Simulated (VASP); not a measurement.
# Mo3H2 (P-3m1) in VASP: notebook, part 2 of 2

VASP 6.6.1.

## Step 3: Single point, PBE

Input file INCAR:

```
SYSTEM = Mo3H2
PREC = Accurate
ENCUT = 520
EDIFF = 1E-7
ISMEAR = 0
SIGMA = 0.1
LREAL = .FALSE.
LASPH = .TRUE.
NELM = 80
ALGO = Fast
ISIF = 2
LWAVE = .FALSE.
LCHARG = .FALSE.
GGA = PE
NBANDS = 30
```

Input file KPOINTS:

```
Automatic mesh
0
G
  12 12 12
  0 0 0
```

Input file POSCAR:

```
Mo3H2
1.0
    4.3165523936      0.0000000000      0.0000000000
   -2.1582761968      3.7382440296      0.0000000000
    0.0000000000      0.0000000000      3.4281772400
H Mo
2 3
Direct
    0.3333333333      0.6666666667      0.1920984968
    0.6666666667      0.3333333333      0.8079015032
    0.0000000000      0.0000000000      0.0000000000
    0.3333333333      0.6666666667      0.6923829275
    0.6666666667      0.3333333333      0.3076170725
```

Potentials or basis: VASP PAW PBE potentials, release 64 (H, Mo_sv).

On the command line:

```sh
cat potpaw_PBE.64/H/POTCAR potpaw_PBE.64/Mo_sv/POTCAR > POTCAR
mpirun -np 1 vasp_std > vasp.out
```

OUTCAR:

```text
SYSTEM = Mo3H2
   PREC = Accurate
   ENCUT = 520
   EDIFF = 1E-7
   ISMEAR = 0
   LREAL = .FALSE.
   LASPH = .TRUE.
   NELM = 80
   ISIF = 2
   GGA = PE

 ion  position               nearest neighbor table
   1  0.333  0.667  0.192-   4 1.71   4 1.72
   2  0.667  0.333  0.808-   5 1.71   5 1.72
   3  0.000  0.000  0.000-   4 2.71   5 2.71   4 2.71   5 2.71   5 2.71   4 2.71   4 3.44   5 3.44
                             5 3.44   4 3.44   4 3.44   5 3.44
   4  0.333  0.667  0.692-   1 1.71   1 1.72   3 2.71   3 2.71   3 2.71   5 2.82   5 2.82   5 2.82
                             5 3.26   5 3.26   5 3.26   3 3.44   3 3.44   3 3.44
   5  0.667  0.333  0.308-   2 1.71   2 1.72   3 2.71   3 2.71   3 2.71   4 2.82   4 2.82   4 2.82
                             4 3.26   4 3.26   4 3.26   3 3.44   3 3.44   3 3.44

  LATTYP: Found a hexagonal cell.
 ALAT       =     4.3165523936
 C/A-ratio  =     0.7941933579

  Lattice vectors:

 A1 = (   4.3165523936,   0.0000000000,   0.0000000000)
 A2 = (  -2.1582761968,   3.7382440296,   0.0000000000)
 A3 = (   0.0000000000,   0.0000000000,   3.4281772400)

Analysis of symmetry for initial positions (statically):
=====================================================================
 Subroutine PRICEL returns:
 Original cell was already a primitive cell.

 Routine SETGRP: Setting up the symmetry group for a
 hexagonal supercell.

 Subroutine GETGRP returns: Found 12 space group operations
 (whereof 12 operations were pure point group operations)
 out of a pool of 24 trial point group operations.

The static configuration has the point symmetry D_3d.

Analysis of symmetry for dynamics (positions and initial velocities):
=====================================================================
 Subroutine PRICEL returns:
 Original cell was already a primitive cell.

 Routine SETGRP: Setting up the symmetry group for a
 hexagonal supercell.

 Subroutine GETGRP returns: Found 12 space group operations
 (whereof 12 operations were pure point group operations)
 out of a pool of 24 trial point group operations.

The dynamic configuration has the point symmetry D_3d.

 Subroutine INISYM returns: Found 12 space group operations
 (whereof 12 operations are pure point group operations),
 and found     1 'primitive' translations

----------------------------------------------------------------------------------------

                                     Primitive cell

  volume of cell :      55.3182

  direct lattice vectors                    reciprocal lattice vectors
     4.316552394  0.000000000  0.000000000     0.231666364  0.133752638  0.000000000
    -2.158276197  3.738244030  0.000000000     0.000000000  0.267505276  0.000000000
     0.000000000  0.000000000  3.428177240     0.000000000  0.000000000  0.291700204

  length of vectors
     4.316552394  4.316552394  3.428177240     0.267505276  0.267505276  0.291700204

  position of ions in fractional coordinates (direct lattice)
     0.333333333  0.666666667  0.192098497
     0.666666667  0.333333333  0.807901503
     0.000000000  0.000000000  0.000000000
     0.333333333  0.666666667  0.692382927
     0.666666667  0.333333333  0.307617073

  ion indices of the primitive-cell ions
   primitive index   ion index
                 1           1
[... 32 lines left out ...]
            Coordinates               Weight
  0.000000  0.000000  0.000000      1.000000
  0.083333  0.000000  0.000000      6.000000
  0.166667 -0.000000  0.000000      6.000000
  0.250000 -0.000000  0.000000      6.000000
  0.333333 -0.000000  0.000000      6.000000
  0.416667 -0.000000  0.000000      6.000000
[... 16 lines left out ...]
  0.166667 -0.000000  0.083333      6.000000
  0.000000  0.166667  0.083333      6.000000
 [... further k-points ...]
   k-points           NKPTS =    193   k-points in BZ     NKDIM =    193   number of bands    NBANDS=     30
   number of dos      NEDOS =    301   number of ions     NIONS =      5
   total plane-waves  NPLWV =  28672
   dimension x,y,z NGX =    32 NGY =   32 NGZ =   28
   dimension x,y,z NGXF=    64 NGYF=   64 NGZF=   56
   ions per type =               2   3
   NGX,Y,Z   is equivalent  to a cutoff of  12.32, 12.32, 13.58 a.u.
   NGXF,Y,Z  is equivalent  to a cutoff of  24.65, 24.65, 27.16 a.u.
 SYSTEM =  Mo3H2
   PREC   = accura    normal or accurate (medium, high low for compatibility)
   ISTART =      0    job   : 0-new  1-cont  2-samecut
   ICHARG =      2    charge: 1-file 2-atom 10-const
   ISPIN  =      1    spin polarized calculation?
   LNONCOLLINEAR =      F non collinear calculations
   LSORBIT =      F    spin-orbit coupling
   LASPH  =      T    aspherical Exc in radial PAW
   ENCUT  =  520.0 eV  38.22 Ry    6.18 a.u.   8.03  8.03  6.37*2*pi/ulx,y,z
   NELM   =     80;   NELMIN=  2; NELMDL= -5     # of ELM steps
   EDIFF  = 0.1E-06   stopping-criterion for ELM
   LREAL  =      F    real-space projection
   EDIFFG = 0.1E-05   stopping-criterion for IOM
   NSW    =      0    number of steps for IOM
   IBRION =     -1    ionic relax: 0-MD 1-quasi-New 2-CG
   NFREE  =      0    steps in history (QN), initial steepest desc. (CG)
   ISIF   =      2    stress and relaxation
   ISYM   =      2    0-nonsym 1-usesym 2-fastsym
   POTIM  = 0.5000    time-step for ionic-motion
   TEBEG  =    0.0;   TEEND  =   0.0 temperature during run
   PSTRESS=    0.0 pullay stress
   NELECT =      44.0000    total number of electrons
   NUPDOWN=      -1.0000    fix difference up-down
   EMIN   =  10.00;   EMAX   =-10.00  energy-range for DOS
   EFERMI =   0.00;   METHOD = LEGACY
   ISMEAR =     0;   SIGMA  =   0.10  broadening in eV -4-tet -1-fermi 0-gaus
   EFERMI_NEDOS =   21; number of points for ismear=-14 and -15
   IALGO  =     68    algorithm
   IMIX   =      4    mixing-type and parameters
     AMIX     =   0.40;   BMIX     =  1.00
     AMIX_MAG =   1.60;   BMIX_MAG =  1.00
  volume/ion in A,a.u.               =      11.06        74.66
  Fermi-wavevector in a.u.,A,eV,Ry     =   1.516828  2.866390 31.303849  2.300768
  Thomas-Fermi vector in A             =   2.626166
   LORBIT       =      0    0 simple, 1 ext, 2 COOP (PROOUT), +10 PAW based schemes
   GGA     = PE    functional components
   LHFCALC =     F    Hartree Fock is set to
   AEXX    =    0.0000 exact exchange contribution
   IVDW    =     0    specifies the selected vdW correction
   LEPSILON=     F    determine dielectric tensor
   LRPA    =     F    only Hartree local field effects (RPA)
 non-spin polarized calculation
 RMM-DIIS sequential band-by-band and
 Gauss-broadening in eV      SIGMA  =   0.10
  energy-cutoff  :      520.00
  volume of cell :       55.32
 maximum number of plane-waves:      1504
   NGX = 17   NGY = 17   NGZ = 13

 number of electron      43.9999999 magnetization

 Free energy of the ion-electron system (eV)
  ---------------------------------------------------
  ext. energy  EPLUGINS =         0.00000000
  ---------------------------------------------------
  free energy    TOTEN  =       -36.56130380 eV

  energy without entropy =      -36.54692557  energy(sigma->0) =      -36.55411468

 E-fermi :  10.9898     XC(G=0): -12.7748

 val. band max:       10.9822466376   @ k =  -0.0833   0.3333   0.4167
 cond. band min:      10.9915226830   @ k =   0.0000   0.1667   0.0833
 fundamental gap:      0.0092760455
 Fermi energy:        10.9897572191

 k-point     1 :       0.0000    0.0000    0.0000
  band No.  band energies     occupation
      1     -50.3965      2.00000
      2     -50.1074      2.00000
      3     -50.0707      2.00000
      4     -24.6764      2.00000
      5     -24.6764      2.00000
      6     -24.4500      2.00000
[... 781 lines left out ...]
     29      17.8514      0.00000
     30      18.3105      0.00000

 [... further k-points ...]

------------------------ aborting loop because EDIFF is reached ----------------------------------------

  FORCE on cell =-STRESS in cart. coord.  units (eV):
  Direction    XX          YY          ZZ          XY          YZ          ZX
  --------------------------------------------------------------------------------------
  -------------------------------------------------------------------------------------
  Total        0.1006558      0.1006558      0.1362653      0.0000000      0.0000000      0.0000000
  in kB        2.9152886      2.9152886      3.9466444      0.0000000      0.0000000      0.0000000
  external PRESSURE =       3.2590739 kB  Pullay stress =       0.0000000 kB

 VOLUME and BASIS-vectors are now :
 -----------------------------------------------------------------------------
  energy-cutoff  :      520.00
  volume of cell :       55.32
      direct lattice vectors                 reciprocal lattice vectors
     4.316552394  0.000000000  0.000000000     0.231666364  0.133752638  0.000000000
    -2.158276197  3.738244030  0.000000000     0.000000000  0.267505276  0.000000000
     0.000000000  0.000000000  3.428177240     0.000000000  0.000000000  0.291700204

 POSITION                                       TOTAL-FORCE (eV/Angst)
 -----------------------------------------------------------------------------------
     -0.00000      2.49216      0.65855        -0.000000      0.000000      0.003151
      2.15828      1.24608      2.76963        -0.000000      0.000000     -0.003151
      0.00000      0.00000      0.00000        -0.000000      0.000000      0.000000
     -0.00000      2.49216      2.37361         0.000000     -0.000000     -0.006175
      2.15828      1.24608      1.05457        -0.000000      0.000000      0.006175
 -----------------------------------------------------------------------------------
    total drift:                               -0.000000      0.000000     -0.000000

  FREE ENERGIE OF THE ION-ELECTRON SYSTEM (eV)
  ---------------------------------------------------
  free  energy   TOTEN  =       -36.5613037996 eV

  energy  without entropy=      -36.5469255654  energy(sigma->0) =      -36.55411468
```

Wall time 7.3 min (1 thread of Oxide Virtual Turin-like, shared host); peak memory 0.32 GiB.

What came out:

```
Free energy            : -36.5613 eV
Pressure               : 0.3 GPa
Largest force          : 0.006 eV/Å
Band gap on the k mesh : zero (bands 22 and 23 overlap by 1.85 eV)
```

Forces on the atoms (eV/Å):
```
H    0.000  0.000  0.003
H    0.000  0.000 -0.003
Mo   0.000  0.000  0.000
Mo   0.000  0.000 -0.006
Mo   0.000  0.000  0.006
```

Stress tensor (GPa, compression positive):
```
0.29 0.00 0.00
0.00 0.29 0.00
0.00 0.00 0.39
```

The gap in the log of VASP goes by the Fermi energy; the results here count the filled bands.